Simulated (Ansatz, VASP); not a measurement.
# Ge in VASP and in Ansatz

Contents of INCAR:

```
SYSTEM = Ge
PREC = Accurate
ENCUT = 520
EDIFF = 1E-6
ISMEAR = -1
SIGMA = 0.05
LREAL = .FALSE.
LASPH = .TRUE.
NELM = 60
ALGO = Normal
ISIF = 2
LWAVE = .FALSE.
LCHARG = .FALSE.
GGA = PE
NBANDS = 13
```

Contents of KPOINTS:

```
Automatic mesh
0
G
  11 11 10
  0 0 0
```

POSCAR

```
Ge
1.0
    1.3877718785     -2.5830623466      0.0000000000
    1.3877718785      2.5830623466      0.0000000000
    0.0000000000      0.0000000000      2.6801215215
Ge
1
Direct
    0.5000000000      0.5000000000      0.0000000000
```

Contents of input.yaml:

```yaml
crystal:
  lattice:
    - [1.3877718785, -2.5830623466, 0.0]
    - [1.3877718785, 2.5830623466, 0.0]
    - [0.0, 0.0, 2.6801215215]
  atoms:
    - { symbol: Ge, position: [0.5, 0.5, 0.0] }
kpoints:
  mp_grid: { grid: [11, 11, 10] }
scf:
  occupations: { method: fermi_dirac, width: 0.05 }
hamiltonian:
  xc: pbe
  pseudopotentials: { kind: all_electron, lapw: { basis_error: 0.0005 } }
output:
  forces: true
  stress: true
  eigenvalues: true
```

Change from the starting cell: volume scaled by 0.98.

Alike in both runs: task single point; functional PBE; k mesh 11 × 11 × 10; occupations fermi-dirac, width 0.05 eV; no spin polarisation.

```csv
,VASP,Ansatz
version,VASP 6.6.1,Ansatz 0.2.0
potentials or method,"VASP PAW PBE potentials, release 64 (Ge_d), cutoff 520 eV","all-electron LAPW, scalar-relativistic"
```

Ansatz gave:

```
gap on the k mesh at the Fermi level (eV)                     : none
pressure (GPa)                                                : 0.8
traceless stress, the component that is largest in VASP (GPa) : -2.00
```

Problem. What did VASP give for the same quantities?

Solution. gap on the k mesh at the Fermi level (eV): none; pressure (GPa): 0.5; traceless stress, the component that is largest in VASP (GPa): -1.99.

A gap of «none» marks a metal or a gap that the smearing closes. Ansatz ran all-electron here, and VASP with PAW potentials.
